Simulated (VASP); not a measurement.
# LiTiSi (P4/nmm) in VASP: single point with PBEsol

Aim: the single point of LiTiSi with PBEsol.

All numbers are computed with VASP 6.6.1; they aren't measurements. Logs are shortened: lines on timing, memory, paths and dates and some standing lists are left out, and cuts for length are marked.

### Step 1. The cell of the first run

The structure is tetragonal, space group P4/nmm (No. 129). Conventional cell: a = 3.825 Å, b = 3.825 Å, c = 6.826 Å, α = 90.00°, β = 90.00°, γ = 90.00°. Ti (site symmetry -4m2) has 4 Si at 2.44 Å and 4 Ti at 2.70 Å and 4 Li at 3.21 Å within 3.3 Å. Within 3.2 Å of Si (site symmetry 4mm) lie 4 Ti at 2.44 Å and 5 Li at 2.72 to 2.90 Å. Li (site symmetry 4mm) has 5 Si at 2.72 to 2.90 Å and 4 Li at 3.18 Å and 4 Ti at 3.21 Å within 3.6 Å.

### Step 2. Single point, PBEsol, collinear spin

Input file INCAR:

```
PREC     = Accurate       # precision mode
ENCUT    = 520            # plane-wave cutoff, eV
EDIFF    = 1E-6           # SCF threshold, eV
ISMEAR   = -1             # smearing method
SIGMA    = 0.0527         # smearing width, eV
LREAL    = F              # projectors in reciprocal space
LASPH    = T              # aspherical terms in the spheres
NELM     = 150            # most SCF steps
ALGO     = Normal         # electronic algorithm
ISIF     = 2              # what is computed and relaxed
LWAVE    = F              # write WAVECAR
LCHARG   = F              # write CHGCAR
ISPIN    = 2              # spin polarisation
MAGMOM   = 1 1 0 0 0 0    # initial moments
LORBIT   = 11             # projections on sites
LMAXMIX  = 4              # l up to which the mixer works
GGA      = PS             # functional
NBANDS   = 32             # bands
```

Input file KPOINTS:

```
Automatic mesh
0
Gamma
  6 6 4
```

Input file POSCAR:

```
LiTiSi
1.0
    3.8248720300      0.0000000000      0.0000000000
    0.0000000000      3.8248720300      0.0000000000
    0.0000000000      0.0000000000      6.8255692200
Ti Si Li
2 2 2
Direct
    0.7500000000      0.2500000000      0.0000000000
    0.2500000000      0.7500000000      0.0000000000
    0.2500000000      0.2500000000      0.2230000000
    0.7500000000      0.7500000000      0.7770000000
    0.2500000000      0.2500000000      0.6220000000
    0.7500000000      0.7500000000      0.3780000000
```

Potentials or basis: VASP PAW PBE potentials, release 64 (Ti_sv, Si, Li_sv).

On the command line:

```sh
> cat potpaw_PBE.64/Ti_sv/POTCAR potpaw_PBE.64/Si/POTCAR potpaw_PBE.64/Li_sv/POTCAR > POTCAR
> mpirun -np 1 vasp_std > vasp.out
```

OUTCAR:

```text
PREC = Accurate
   ENCUT = 520
   EDIFF = 1E-6
   ISMEAR = -1
   LREAL = F
   LASPH = T
   NELM = 150
   ISIF = 2
   ISPIN = 2
   LORBIT = 11
   GGA = PS

 ion  position               nearest neighbor table
   1  0.750  0.250  0.000-   3 2.44   4 2.44   4 2.44   3 2.44   2 2.70   2 2.70   2 2.70   2 2.70

   2  0.250  0.750  0.000-   3 2.44   4 2.44   3 2.44   4 2.44   1 2.70   1 2.70   1 2.70   1 2.70

   3  0.250  0.250  0.223-   1 2.44   2 2.44   2 2.44   1 2.44   5 2.72
   4  0.750  0.750  0.777-   1 2.44   2 2.44   1 2.44   2 2.44   6 2.72
   5  0.250  0.250  0.622-   3 2.72
   6  0.750  0.750  0.378-   4 2.72

  LATTYP: Found a simple tetragonal cell.
 ALAT       =     3.8248720300
 C/A-ratio  =     1.7845222445

  Lattice vectors:

 A1 = (   3.8248720300,   0.0000000000,   0.0000000000)
 A2 = (   0.0000000000,   3.8248720300,   0.0000000000)
 A3 = (   0.0000000000,   0.0000000000,   6.8255692200)

Analysis of symmetry for initial positions (statically):
=====================================================================
 Subroutine PRICEL returns:
 Original cell was already a primitive cell.

 Routine SETGRP: Setting up the symmetry group for a
 simple tetragonal supercell.

 Subroutine GETGRP returns: Found 16 space group operations
 (whereof  4 operations were pure point group operations)
 out of a pool of 16 trial point group operations.

The static configuration has the point symmetry C_2h.
 The point group associated with its full space group is D_4h.

Analysis of symmetry for dynamics (positions and initial velocities):
=====================================================================
 Subroutine PRICEL returns:
 Original cell was already a primitive cell.

 Routine SETGRP: Setting up the symmetry group for a
 simple tetragonal supercell.

 Subroutine GETGRP returns: Found 16 space group operations
 (whereof  4 operations were pure point group operations)
 out of a pool of 16 trial point group operations.

The dynamic configuration has the point symmetry C_2h.
 The point group associated with its full space group is D_4h.

Analysis of structural, dynamic, and magnetic symmetry:
=====================================================================
 Subroutine PRICEL returns:
 Original cell was already a primitive cell.

 Routine SETGRP: Setting up the symmetry group for a
 simple tetragonal supercell.

 Subroutine GETGRP returns: Found 16 space group operations
 (whereof  4 operations were pure point group operations)
 out of a pool of 16 trial point group operations.

The overall configuration has the point symmetry C_2h.
 The point group associated with its full space group is D_4h.

 Subroutine INISYM returns: Found 16 space group operations
 (whereof  4 operations are pure point group operations),
 and found     1 'primitive' translations

----------------------------------------------------------------------------------------

                                     Primitive cell

  volume of cell :      99.8557

  direct lattice vectors                    reciprocal lattice vectors
     3.824872030  0.000000000  0.000000000     0.261446656  0.000000000  0.000000000
     0.000000000  3.824872030  0.000000000     0.000000000  0.261446656  0.000000000
     0.000000000  0.000000000  6.825569220     0.000000000  0.000000000  0.146507927

  length of vectors
     3.824872030  3.824872030  6.825569220     0.261446656  0.261446656  0.146507927

  position of ions in fractional coordinates (direct lattice)
     0.750000000  0.250000000  0.000000000
     0.250000000  0.750000000  0.000000000
     0.250000000  0.250000000  0.223000000
     0.750000000  0.750000000  0.777000000
     0.250000000  0.250000000  0.622000000
     0.750000000  0.750000000  0.378000000

  ion indices of the primitive-cell ions
   primitive index   ion index
                 1           1
                 2           2
                 3           3
                 4           4
                 5           5
                 6           6

----------------------------------------------------------------------------------------

 KPOINTS: Automatic mesh

Automatic generation of k-mesh.
 Grid dimensions read from file:
 generate k-points for:    6    6    4

 Generating k-lattice:

  Cartesian coordinates                     Fractional coordinates (reciprocal lattice)
     0.043574443  0.000000000  0.000000000     0.166666667  0.000000000  0.000000000
     0.000000000  0.043574443  0.000000000     0.000000000  0.166666667  0.000000000
     0.000000000  0.000000000  0.036626982     0.000000000  0.000000000  0.250000000

  Length of vectors
     0.043574443  0.043574443  0.036626982

  Shift w.r.t. Gamma in fractional coordinates (k-lattice)
     0.000000000  0.000000000  0.000000000

 Subroutine IBZKPT returns following result:
 ===========================================

 Found     30 irreducible k-points:

 Following reciprocal coordinates:
            Coordinates               Weight
  0.000000  0.000000  0.000000      1.000000
  0.166667  0.000000  0.000000      4.000000
  0.333333  0.000000  0.000000      4.000000
  0.500000  0.000000  0.000000      2.000000
  0.166667  0.166667  0.000000      4.000000
  0.333333  0.166667  0.000000      8.000000
[... 16 lines left out ...]
  0.333333  0.000000  0.500000      4.000000
  0.500000  0.000000  0.500000      2.000000
 [... further k-points ...]
   k-points           NKPTS =     30   k-points in BZ     NKDIM =     30   number of bands    NBANDS=     32
   number of dos      NEDOS =    301   number of ions     NIONS =      6
   total plane-waves  NPLWV =  42336
   dimension x,y,z NGX =    28 NGY =   28 NGZ =   54
   dimension x,y,z NGXF=    56 NGYF=   56 NGZF=  108
   ions per type =               2   2   2
   NGX,Y,Z   is equivalent  to a cutoff of  12.17, 12.17, 13.15 a.u.
   NGXF,Y,Z  is equivalent  to a cutoff of  24.34, 24.34, 26.30 a.u.
 SYSTEM =  unknown system
   PREC   = accura    normal or accurate (medium, high low for compatibility)
   ISTART =      0    job   : 0-new  1-cont  2-samecut
   ICHARG =      2    charge: 1-file 2-atom 10-const
   ISPIN  =      2    spin polarized calculation?
   LNONCOLLINEAR =      F non collinear calculations
   LSORBIT =      F    spin-orbit coupling
   LASPH  =      T    aspherical Exc in radial PAW
   ENCUT  =  520.0 eV  38.22 Ry    6.18 a.u.   7.11  7.11 12.69*2*pi/ulx,y,z
   NELM   =    150;   NELMIN=  2; NELMDL= -5     # of ELM steps
   EDIFF  = 0.1E-05   stopping-criterion for ELM
   LREAL  =      F    real-space projection
   EDIFFG = 0.1E-04   stopping-criterion for IOM
   NSW    =      0    number of steps for IOM
   IBRION =     -1    ionic relax: 0-MD 1-quasi-New 2-CG
   NFREE  =      0    steps in history (QN), initial steepest desc. (CG)
   ISIF   =      2    stress and relaxation
   ISYM   =      2    0-nonsym 1-usesym 2-fastsym
   POTIM  = 0.5000    time-step for ionic-motion
   TEBEG  =    0.0;   TEEND  =   0.0 temperature during run
   PSTRESS=    0.0 pullay stress
   NELECT =      38.0000    total number of electrons
   NUPDOWN=      -1.0000    fix difference up-down
   EMIN   =  10.00;   EMAX   =-10.00  energy-range for DOS
   EFERMI =   0.00;   METHOD = LEGACY
   ISMEAR =    -1;   SIGMA  =   0.05  broadening in eV -4-tet -1-fermi 0-gaus
   EFERMI_NEDOS =   21; number of points for ismear=-14 and -15
   IALGO  =     38    algorithm
   IMIX   =      4    mixing-type and parameters
     AMIX     =   0.40;   BMIX     =  1.00
     AMIX_MAG =   1.60;   BMIX_MAG =  1.00
  volume/ion in A,a.u.               =      16.64       112.31
  Fermi-wavevector in a.u.,A,eV,Ry     =   1.186347  2.241871 19.149106  1.407420
  Thomas-Fermi vector in A             =   2.322522
   LORBIT       =     11    0 simple, 1 ext, 2 COOP (PROOUT), +10 PAW based schemes
   GGA     = PS    functional components
   LHFCALC =     F    Hartree Fock is set to
   AEXX    =    0.0000 exact exchange contribution
   IVDW    =     0    specifies the selected vdW correction
   LEPSILON=     F    determine dielectric tensor
   LRPA    =     F    only Hartree local field effects (RPA)
 spin polarized calculation
  energy-cutoff  :      520.00
  volume of cell :       99.86
 maximum number of plane-waves:      2712
   NGX = 15   NGY = 15   NGZ = 25

 number of electron      38.0000039 magnetization       0.0020284

 Free energy of the ion-electron system (eV)
  ---------------------------------------------------
  ext. energy  EPLUGINS =         0.00000000
  ---------------------------------------------------
  free energy    TOTEN  =       -32.58284031 eV

  energy without entropy =      -32.53848594  energy(sigma->0) =      -32.56066313

 E-fermi :   5.3575     XC(G=0):  -9.8533

 val. band max:        5.3280631088   @ k =   0.1667   0.1667   0.2500
 cond. band min:       5.4405135414   @ k =   0.0000   0.0000   0.2500
 fundamental gap:      0.1124504326
 Fermi energy:         5.3575427367

 spin component 1

 k-point     1 :       0.0000    0.0000    0.0000
  band No.  band energies     occupation
      1     -50.7123      1.00000
      2     -50.5184      1.00000
      3     -39.8381      1.00000
      4     -39.8295      1.00000
      5     -27.2712      1.00000
      6     -27.2712      1.00000
[... 23 lines left out ...]
     30      11.5405      0.00000
     31      11.5978      0.00000

 k-point     2 :       0.1667    0.0000    0.0000
  band No.  band energies     occupation
      1     -50.6992      1.00000
      2     -50.5313      1.00000
      3     -39.8374      1.00000
      4     -39.8300      1.00000
      5     -27.2585      1.00000
      6     -27.2364      1.00000
[... 740 lines left out ...]
 k-point    24 :       0.5000    0.0000    0.5000
  band No.  band energies     occupation
      1     -50.6148      1.00000
      2     -50.6148      1.00000
      3     -39.8334      1.00000
      4     -39.8334      1.00000
      5     -27.1742      1.00000
      6     -27.1742      1.00000
[... 23 lines left out ...]
     30      10.2305      0.00000
     31      12.0621      0.00000

 [... further k-points ...]

 spin component 2

 k-point     1 :       0.0000    0.0000    0.0000
  band No.  band energies     occupation
      1     -50.7117      1.00000
      2     -50.5178      1.00000
      3     -39.8382      1.00000
      4     -39.8296      1.00000
      5     -27.2705      1.00000
      6     -27.2705      1.00000
[... 23 lines left out ...]
     30      11.5406      0.00000
     31      11.5980      0.00000

 k-point     2 :       0.1667    0.0000    0.0000
  band No.  band energies     occupation
      1     -50.6986      1.00000
      2     -50.5306      1.00000
      3     -39.8375      1.00000
      4     -39.8300      1.00000
      5     -27.2580      1.00000
      6     -27.2356      1.00000
[... 740 lines left out ...]
 k-point    24 :       0.5000    0.0000    0.5000
  band No.  band energies     occupation
      1     -50.6142      1.00000
      2     -50.6142      1.00000
      3     -39.8334      1.00000
      4     -39.8334      1.00000
      5     -27.1738      1.00000
      6     -27.1738      1.00000
[... 23 lines left out ...]
     30      10.2308      0.00000
     31      12.0622      0.00000

 [... further k-points ...]

 [bands above 31 left out]

------------------------ aborting loop because EDIFF is reached ----------------------------------------

  FORCE on cell =-STRESS in cart. coord.  units (eV):
  Direction    XX          YY          ZZ          XY          YZ          ZX
  --------------------------------------------------------------------------------------
  -------------------------------------------------------------------------------------
  Total        7.3567617      7.3567617      3.1251334      0.0000000      0.0000000      0.0000000
  in kB      118.0387440    118.0387440     50.1425542      0.0000000      0.0000000      0.0000000
  external PRESSURE =      95.4066807 kB  Pullay stress =       0.0000000 kB

 VOLUME and BASIS-vectors are now :
 -----------------------------------------------------------------------------
  energy-cutoff  :      520.00
  volume of cell :       99.86
      direct lattice vectors                 reciprocal lattice vectors
     3.824872030  0.000000000  0.000000000     0.261446656  0.000000000  0.000000000
     0.000000000  3.824872030  0.000000000     0.000000000  0.261446656  0.000000000
     0.000000000  0.000000000  6.825569220     0.000000000  0.000000000  0.146507927

 POSITION                                       TOTAL-FORCE (eV/Angst)
 -----------------------------------------------------------------------------------
      2.86865      0.95622      0.00000        -0.000000     -0.000000      0.000000
      0.95622      2.86865      0.00000         0.000000      0.000000      0.000000
      0.95622      0.95622      1.52210         0.000000      0.000000      1.742650
      2.86865      2.86865      5.30347        -0.000000     -0.000000     -1.742650
      0.95622      0.95622      4.24550        -0.000000      0.000000      0.439891
      2.86865      2.86865      2.58007        -0.000000      0.000000     -0.439891
 -----------------------------------------------------------------------------------
    total drift:                                0.000000      0.000000     -0.000000

  FREE ENERGIE OF THE ION-ELECTRON SYSTEM (eV)
  ---------------------------------------------------
  free  energy   TOTEN  =       -32.5828403133 eV

  energy  without entropy=      -32.5384859428  energy(sigma->0) =      -32.56066313

 total charge

# of ion       s       p       d       tot
------------------------------------------
    1        2.247   6.183   2.054  10.484
    2        2.247   6.183   2.054  10.484
    3        0.802   0.970   0.000   1.772
    4        0.802   0.970   0.000   1.772
    5        2.018   0.054   0.000   2.073
    6        2.018   0.054   0.000   2.073
--------------------------------------------------
tot         10.133  14.414   4.108  28.656

 magnetization (x)

# of ion       s       p       d       tot
------------------------------------------
    1        0.000   0.000   0.000   0.001
    2        0.000   0.000   0.000   0.001
    3       -0.000  -0.000   0.000  -0.000
    4       -0.000  -0.000   0.000  -0.000
    5       -0.000  -0.000   0.000  -0.000
    6       -0.000  -0.000   0.000  -0.000
--------------------------------------------------
tot          0.000   0.000   0.001   0.001
```

Run time: 2.7 min. Hardware: 1 thread of Intel Xeon Platinum 8488C (Sapphire Rapids), shared host; peak memory 0.31 GiB.

What came out:

```yaml
Free_energy: -32.5828 eV
Largest_force: 1.743 eV/Å
Band_gap_on_the_k_mesh: zero (filled and empty bands overlap)
Net_moment: 0.00 μB per cell
Valence_electrons_inside_the_program's_atomic_spheres: Ti 10.48; Si 1.77; Li 2.07
```

Forces in eV/Å, atoms in the order of the input:
```
Ti   0.000  0.000  0.000
Ti   0.000  0.000  0.000
Si   0.000  0.000  1.743
Si   0.000  0.000 -1.743
Li   0.000  0.000  0.440
Li   0.000  0.000 -0.440
```

Caveat: the cutoff is under 1.25 times the usual one of these potentials, so pressure, stress and relaxed cells hold a basis-set (Pulay) error; the PAW data sets were made with another functional, which shifts forces and pressure a little.
